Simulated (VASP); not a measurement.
Wanted: the native input for a VASP 6.6.1 run.

| Item | Value |
| --- | --- |
| Task | single point |
| Functional | PBE |
| Potentials or basis | VASP PAW PBE potentials, release 64 (Zn, O) |
| Cutoff | 520 eV |
| k mesh | 12 × 12 × 6 |
| Occupations | gaussian, width 0.02 eV |
| Spin | no spin polarisation |
| Dipole correction | no |
| Further INCAR settings | ALGO = Normal; EDIFF = 1e-07; NBANDS = 26 |

The structure of ZnO lies in POSCAR:

```
ZnO
1.0
    3.1482151247      0.0000000000      0.0000000000
   -1.5741075623      2.7264342746      0.0000000000
    0.0000000000      0.0000000000      5.4828151201
Zn O
2 2
Direct
    0.6666666667      0.3333333333      0.5100107311
    0.3333333333      0.6666666667      0.0100107311
    0.6666666667      0.3333333333      0.8702992689
    0.3333333333      0.6666666667      0.3702992689
```

These files were run (other wordings do the same):

INCAR

```
SYSTEM = ZnO
PREC = Accurate
ENCUT = 520
EDIFF = 1E-7
ISMEAR = 0
SIGMA = 0.02
LREAL = .FALSE.
LASPH = .TRUE.
NELM = 100
ALGO = Normal
ISIF = 2
LWAVE = .FALSE.
LCHARG = .FALSE.
GGA = PE
NBANDS = 26
```

KPOINTS

```
Automatic mesh
0
G
  12 12 6
  0 0 0
```

Potentials or basis: VASP PAW PBE potentials, release 64 (Zn, O).

Command:

```console
$ cat potpaw_PBE.64/Zn/POTCAR potpaw_PBE.64/O/POTCAR > POTCAR
$ mpirun -np 1 vasp_std > vasp.out
```

Results of the run:

The pressure is 7.0 GPa. The largest force is 0.017 eV/Å. The band gap on the k mesh is 0.66 eV, direct.

Wall time 69 s on 1 thread of Intel Xeon 6975P-C, with other jobs on the host, peak memory 0.21 GiB.
